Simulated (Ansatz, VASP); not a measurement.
## Two plane-wave programs on ZrO2

```
Zr O
1.0
     0.00000    2.56684    2.56684
     2.56684    0.00000    2.56684
     2.56684    2.56684    0.00000
Zr O
1 2
Cartesian
  0.0000 0.0000 0.0000
  1.2834 1.2834 1.2834
  3.8503 3.8503 3.8503
```

Alike in both runs: task single point; functional PBE; k mesh 12 × 12 × 12; occupations gaussian, width 0.05 eV; no spin polarisation.

```csv
,VASP,Ansatz
version,VASP 6.6.1,Ansatz 0.2.0
potentials or method,"VASP PAW PBE potentials, release 64 (Zr_sv, O), cutoff 600 eV","scalar-relativistic, plane waves, PAW"
valence electrons in the cell,24,24
```

|  | VASP | Ansatz | Ansatz less VASP |
| --- | --- | --- | --- |
| gap on the k mesh at the Fermi level (eV) | 3.28 | 3.29 | +0.005 |
| least direct gap on the mesh (eV) | 3.71 | 3.71 | +0.004 |
| pressure (GPa) | -2.3 | -2.4 | -0.07 |
